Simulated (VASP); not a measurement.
Wanted: the native input for a VASP 6.6.1 run.

```
Task                   : relaxation of cell and atoms
Functional             : r2SCAN
Potentials or basis    : VASP PAW PBE potentials, release 64 (Si)
Cutoff                 : 600 eV
k mesh                 : 18 × 18 × 10
Occupations            : fermi-dirac, width 0.08 eV
Spin                   : no spin polarisation
Dipole correction      : no
Further INCAR settings : ALGO = Normal; EDIFF = 1e-06; IBRION = 2; EDIFFG = -0.002; NSW = 100; ISIF = 3
```

The system is Si.

```
Si
1.0
     2.44400    0.00000    0.00000
    -1.22200    2.11657    0.00000
     0.00000    0.00000    4.15200
Si
2
Direct
  0.33333 0.66667 0.25000
  0.66667 0.33333 0.75000
```

This isn't the form of Si at room conditions, which is diamond.

These files were run (other wordings do the same):

POSCAR

```
Si
1.0
    2.4440000000      0.0000000000      0.0000000000
   -1.2220000000      2.1165660868      0.0000000000
    0.0000000000      0.0000000000      4.1520000000
Si
2
Direct
    0.3333333333      0.6666666667      0.2500000000
    0.6666666667      0.3333333333      0.7500000000
```

INCAR.step1

```
PREC = Accurate
ENCUT = 600
ISMEAR = -1
SIGMA = 0.08
LREAL = F
LASPH = T
NELM = 60
GGA = PE
ALGO = Normal
EDIFF = 1E-4
LWAVE = T
LCHARG = F
```

INCAR.step2

```
PREC = Accurate
ENCUT = 600
EDIFF = 1E-6
ISMEAR = -1
SIGMA = 0.08
LREAL = F
LASPH = T
NELM = 60
ALGO = Normal
ISIF = 3
LWAVE = F
LCHARG = F
METAGGA = R2SCAN
LMIXTAU = T
IBRION = 2
NSW = 100
EDIFFG = -0.002
ISTART = 1
```

KPOINTS

```
Automatic mesh
0
Gamma
  18 18 10
```

Potentials or basis: VASP PAW PBE potentials, release 64 (Si).

The run is started by

```console
$ cat potpaw_PBE.64/Si/POTCAR > POTCAR
$ cp INCAR.step1 INCAR
$ mpirun -np 1 vasp_std > vasp.out
$ cp INCAR.step2 INCAR
$ mpirun -np 1 vasp_std > vasp.out
```

It gave:

The relaxed volume is 13.73 Å³/atom. The relaxed cell is a = 2.642 Å, b = 2.642 Å, c = 4.543 Å, α = 90.00°, β = 90.00°, γ = 120.00°, the space group after relaxing (to 0.1 Å) is P6_3/mmc (No. 194) and the energy gained by relaxing is 309.4 meV/atom. The ionic steps are 8, the pressure after relaxing is 0.0 GPa and the band gap on the k mesh is zero (bands 4 and 5 overlap by 14.22 eV).

Caveat: the volume moved by over 15 % at a fixed basis, so the end points are rough; the PAW data sets were made with another functional, which shifts forces and pressure a little.

Wall time 6.4 min on 1 thread of Intel(R) Xeon(R) Platinum 8488C (Sapphire Rapids), with other jobs on the host, peak memory 0.16 GiB.
